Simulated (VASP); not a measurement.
# CrPd3 (Pm-3m) in VASP: a series of runs, part 2 of 2

VASP 6.6.1. The steps go on from the part before.

## 3. Single point, LDA, collinear spin, ferromagnetic start

This run uses another cell than the first one, of 14.73 Å³/atom, 1.027 times its volume.

INCAR

```
SYSTEM = CrPd3
PREC     = Accurate       ! precision mode
ENCUT    = 520            ! plane-wave cutoff, eV
EDIFF    = 1E-7           ! SCF threshold, eV
ISMEAR   = -1             ! smearing method
SIGMA    = 0.1            ! smearing width, eV
LREAL    = .False.        ! projectors in reciprocal space
LASPH    = .True.         ! aspherical terms in the spheres
NELM     = 150            ! most SCF steps
ALGO     = Normal         ! electronic algorithm
ISIF     = 2              ! what is computed and relaxed
LWAVE    = .False.        ! write WAVECAR
LCHARG   = .False.        ! write CHGCAR
ISPIN    = 2              ! spin polarisation
MAGMOM   = 3 0 0 0        ! initial moments
LORBIT   = 11             ! projections on sites
LMAXMIX  = 4              ! l up to which the mixer works
GGA      = CA             ! functional
NBANDS   = 33             ! bands
```

KPOINTS

```
Automatic mesh
0
Gamma
  6 6 6
  0 0 0
```

POSCAR

```
CrPd3
1.0
    3.8908850000      0.0000000000      0.0000000000
    0.0000000000      3.8908850000      0.0000000000
    0.0000000000      0.0000000000      3.8908850000
Cr Pd
1 3
Direct
    0.0000000000      0.0000000000      0.0000000000
    0.0000000000      0.5000000000      0.5000000000
    0.5000000000      0.0000000000      0.5000000000
    0.5000000000      0.5000000000      0.0000000000
```

Potentials or basis: VASP PAW LDA potentials, release 64 (Cr_pv, Pd).

On the command line:

```console
$ cat potpaw_LDA.64/Cr_pv/POTCAR potpaw_LDA.64/Pd/POTCAR > POTCAR
$ mpirun -np 1 vasp_std > vasp.out
```

It took 2.1 min on 1 thread of Intel Xeon 6975P-C, shared host; peak memory 0.2 GiB.

Results (log left out):

- Free energy: -30.0240 eV
- Pressure: -13.6 GPa
- Net moment: 2.56 μB per cell
- Site moments: Cr +2.62; Pd -0.06 μB
- Valence electrons inside the program's atomic spheres: Cr 10.55; Pd 9.50

Levels at points of the mesh, in eV from the Fermi level:
Spin up:
| k point | band 20 | band 21 | band 22 | band 23 | band 24 | band 25 |
| --- | --- | --- | --- | --- | --- | --- |
| (0.00, 0.00, 0.00) | 0.22 | 0.22 | 0.61 | 0.61 | 0.61 | 2.83 |
| (0.50, 0.00, 0.00) | -0.85 | -0.85 | -0.61 | -0.24 | 0.12 | 0.61 |
| (0.50, 0.50, 0.00) | -1.47 | -0.80 | -0.62 | -0.62 | 2.01 | 2.01 |
| (0.50, 0.50, 0.50) | 0.24 | 0.28 | 0.28 | 0.28 | 0.42 | 0.42 |
Spin down:
| k point | band 17 | band 18 | band 19 | band 20 | band 21 | band 22 | band 23 | band 24 |
| --- | --- | --- | --- | --- | --- | --- | --- | --- |
| (0.00, 0.00, 0.00) | 0.10 | 0.10 | 0.10 | 1.92 | 1.92 | 2.31 | 2.31 | 2.31 |
| (0.50, 0.00, 0.00) | -1.81 | -1.58 | -0.88 | 0.10 | 0.83 | 0.83 | 1.47 | 1.48 |
| (0.50, 0.50, 0.00) | -2.11 | -1.57 | -1.49 | -0.95 | 1.10 | 1.10 | 1.45 | 2.08 |
| (0.50, 0.50, 0.50) | -0.24 | -0.24 | 0.68 | 0.68 | 0.68 | 0.82 | 1.65 | 1.65 |

## 4. Single point, LDA, collinear spin, ferromagnetic start

This run uses another cell than the first one, of 15.12 Å³/atom, 1.055 times its volume.

INCAR

```
PREC = Accurate
ENCUT = 520
EDIFF = 1E-7
ISMEAR = -1
SIGMA = 0.1
LREAL = F
LASPH = T
NELM = 150
ALGO = Normal
ISIF = 2
LWAVE = F
LCHARG = F
ISPIN = 2
MAGMOM = 3 0 0 0
LORBIT = 11
LMAXMIX = 4
NBANDS = 33
```

KPOINTS

```
regular mesh
0
Gamma
  6 6 6
```

POSCAR

```
CrPd3
1.0
    3.9251676916      0.0000000000      0.0000000000
    0.0000000000      3.9251676916      0.0000000000
    0.0000000000      0.0000000000      3.9251676916
Cr Pd
1 3
Direct
    0.0000000000      0.0000000000      0.0000000000
    0.0000000000      0.5000000000      0.5000000000
    0.5000000000      0.0000000000      0.5000000000
    0.5000000000      0.5000000000      0.0000000000
```

On the command line:

```console
$ cat potpaw_LDA.64/Cr_pv/POTCAR potpaw_LDA.64/Pd/POTCAR > POTCAR
$ mpirun -np 1 vasp_std > vasp.out
```

Wall time 2 min (1 thread of Intel Xeon 6975P-C, shared host); peak memory 0.2 GiB.

The run converged. Its results:

```
Free energy                                           : -29.8743 eV
Pressure                                              : -17.0 GPa
Net moment                                            : 2.62 μB per cell
Site moments                                          : Cr +2.69; Pd -0.07 μB
Valence electrons inside the program's atomic spheres : Cr 10.51; Pd 9.45
```

Levels at points of the mesh, in eV from the Fermi level:
Spin up:
| k point | band 19 | band 20 | band 21 | band 22 | band 23 | band 24 | band 25 | band 26 |
| --- | --- | --- | --- | --- | --- | --- | --- | --- |
| (0.00, 0.00, 0.00) | 0.12 | 0.20 | 0.20 | 0.57 | 0.57 | 0.57 | 2.82 | 2.82 |
| (0.50, 0.00, 0.00) | -0.83 | -0.83 | -0.81 | -0.61 | -0.25 | 0.12 | 0.57 | 3.94 |
| (0.50, 0.50, 0.00) | -1.45 | -1.40 | -0.79 | -0.61 | -0.61 | 1.95 | 1.95 | 2.02 |
| (0.50, 0.50, 0.50) | 0.21 | 0.21 | 0.26 | 0.26 | 0.26 | 0.46 | 0.46 | 0.46 |
Spin down:
```csv
k point,band 16,band 17,band 18,band 19,band 20,band 21,band 22,band 23,band 24,band 25
"(0.00, 0.00, 0.00)",-0.29,0.09,0.09,0.09,1.94,1.94,2.33,2.33,2.33,3.03
"(0.50, 0.00, 0.00)",-1.75,-1.73,-1.51,-0.84,0.09,0.90,0.90,1.51,1.55,2.29
"(0.50, 0.50, 0.00)",-2.02,-2.02,-1.51,-1.43,-0.84,1.17,1.17,1.52,2.02,2.02
"(0.50, 0.50, 0.50)",-0.23,-0.23,-0.23,0.73,0.73,0.73,0.88,1.66,1.66,1.66
```

## 5. Single point, LDA, collinear spin, ferromagnetic start

This run uses another cell than the first one, of 15.51 Å³/atom, 1.082 times its volume.

INCAR, as its differences from that of step 4:

```diff
@@ -2,3 +2,3 @@
 ENCUT = 520
-EDIFF = 1E-7
+EDIFF = 1E-6
 ISMEAR = -1
```

KPOINTS

```
Automatic mesh
0
Gamma
  6 6 6
```

POSCAR

```
CrPd3
1.0
    3.9588617661      0.0000000000      0.0000000000
    0.0000000000      3.9588617661      0.0000000000
    0.0000000000      0.0000000000      3.9588617661
Cr Pd
1 3
Direct
    0.0000000000      0.0000000000      0.0000000000
    0.0000000000      0.5000000000      0.5000000000
    0.5000000000      0.0000000000      0.5000000000
    0.5000000000      0.5000000000      0.0000000000
```

On the command line:

```console
$ cat potpaw_LDA.64/Cr_pv/POTCAR potpaw_LDA.64/Pd/POTCAR > POTCAR
$ mpirun -np 1 vasp_std > vasp.out
```

Wall time 2.2 min (1 thread of Intel Xeon 6975P-C, shared host); peak memory 0.2 GiB.

Results (log left out):

```
Free energy                                           : -29.6946 eV
Pressure                                              : -19.8 GPa
Net moment                                            : 2.71 μB per cell
Site moments                                          : Cr +2.77; Pd -0.08 μB
Valence electrons inside the program's atomic spheres : Cr 10.48; Pd 9.40
```

Levels at points of the mesh, in eV from the Fermi level:
Spin up:
```tsv
k point	band 20	band 21	band 22	band 23	band 24	band 25
(0.00, 0.00, 0.00)	0.17	0.17	0.53	0.53	0.53	2.80
(0.50, 0.00, 0.00)	-0.82	-0.77	-0.60	-0.26	0.11	0.53
(0.50, 0.50, 0.00)	-1.34	-0.78	-0.60	-0.60	1.90	1.90
(0.50, 0.50, 0.50)	0.19	0.24	0.24	0.24	0.49	0.49
```
Spin down:
```csv
k point,band 18,band 19,band 20,band 21,band 22,band 23
"(0.00, 0.00, 0.00)",0.08,0.08,1.97,1.97,2.35,2.35
"(0.50, 0.00, 0.00)",-1.45,-0.81,0.08,0.98,0.98,1.55
"(0.50, 0.50, 0.00)",-1.46,-1.37,-0.74,1.24,1.24,1.59
"(0.50, 0.50, 0.50)",-0.23,0.77,0.77,0.77,0.94,1.68
```

## 6. Single point, LDA, collinear spin, ferromagnetic start

This run uses another cell than the first one, of 15.90 Å³/atom, 1.110 times its volume.

INCAR

```
ALGO = Normal
EDIFF = 1E-6
ENCUT = 520
ISIF = 2
ISMEAR = -1
ISPIN = 2
LASPH = True
LCHARG = False
LMAXMIX = 4
LORBIT = 11
LREAL = False
LWAVE = False
MAGMOM = 3 0 0 0
NBANDS = 33
NELM = 150
PREC = Accurate
SIGMA = 0.1
```

KPOINTS

```
k-points
0
Gamma
  6 6 6
```

POSCAR

```
CrPd3
1.0
    3.9919918568      0.0000000000      0.0000000000
    0.0000000000      3.9919918568      0.0000000000
    0.0000000000      0.0000000000      3.9919918568
Cr Pd
1 3
Direct
    0.0000000000      0.0000000000      0.0000000000
    0.0000000000      0.5000000000      0.5000000000
    0.5000000000      0.0000000000      0.5000000000
    0.5000000000      0.5000000000      0.0000000000
```

Potentials or basis: VASP PAW LDA potentials, release 64 (Cr_pv, Pd).

On the command line:

```console
$ cat potpaw_LDA.64/Cr_pv/POTCAR potpaw_LDA.64/Pd/POTCAR > POTCAR
$ mpirun -np 1 vasp_std > vasp.out
```

It took 2.2 min on 1 thread of Intel Xeon 6975P-C, shared host; peak memory 0.2 GiB.

The run converged. Its results:

```
Free energy                                           : -29.4907 eV
Pressure                                              : -21.9 GPa
Net moment                                            : 2.80 μB per cell
Site moments                                          : Cr +2.86; Pd -0.08 μB
Valence electrons inside the program's atomic spheres : Cr 10.46; Pd 9.36
```

Levels at points of the mesh, in eV from the Fermi level:
Spin up:
| k point | band 21 | band 22 | band 23 | band 24 | band 25 | band 26 |
| --- | --- | --- | --- | --- | --- | --- |
| (0.00, 0.00, 0.00) | 0.15 | 0.49 | 0.49 | 0.49 | 2.79 | 2.79 |
| (0.50, 0.00, 0.00) | -0.74 | -0.60 | -0.26 | 0.11 | 0.49 | 3.94 |
| (0.50, 0.50, 0.00) | -0.77 | -0.60 | -0.60 | 1.84 | 1.84 | 1.88 |
| (0.50, 0.50, 0.50) | 0.21 | 0.21 | 0.21 | 0.52 | 0.52 | 0.52 |
Spin down:
| k point | band 18 | band 19 | band 20 | band 21 | band 22 | band 23 |
| --- | --- | --- | --- | --- | --- | --- |
| (0.00, 0.00, 0.00) | 0.07 | 0.07 | 2.00 | 2.00 | 2.37 | 2.37 |
| (0.50, 0.00, 0.00) | -1.40 | -0.78 | 0.07 | 1.05 | 1.05 | 1.60 |
| (0.50, 0.50, 0.00) | -1.40 | -1.32 | -0.65 | 1.31 | 1.31 | 1.66 |
| (0.50, 0.50, 0.50) | -0.23 | 0.81 | 0.81 | 0.81 | 0.99 | 1.71 |

## 7. The runs side by side

| cell | gap on the mesh (eV) | pressure (GPa) | moment (μB) |
| --- | --- | --- | --- |
| a = 3.856 Å, 4 atoms | none | -9.4 | 2.52 |
| a = 3.891 Å, 4 atoms | none | -13.6 | 2.56 |
| a = 3.925 Å, 4 atoms | none | -17.0 | 2.62 |
| a = 3.959 Å, 4 atoms | none | -19.8 | 2.71 |
| a = 3.992 Å, 4 atoms | none | -21.9 | 2.80 |

Alike in all rows: task single point; level LDA; potentials or basis VASP PAW LDA potentials, release 64 (Cr_pv, Pd); spin collinear, ferromagnetic start; k mesh 6 × 6 × 6; cutoff (eV) 520; smearing fermi-dirac 0.1 eV.

Total energies depend on the potentials used, so only differences within one code and one set of settings carry meaning.
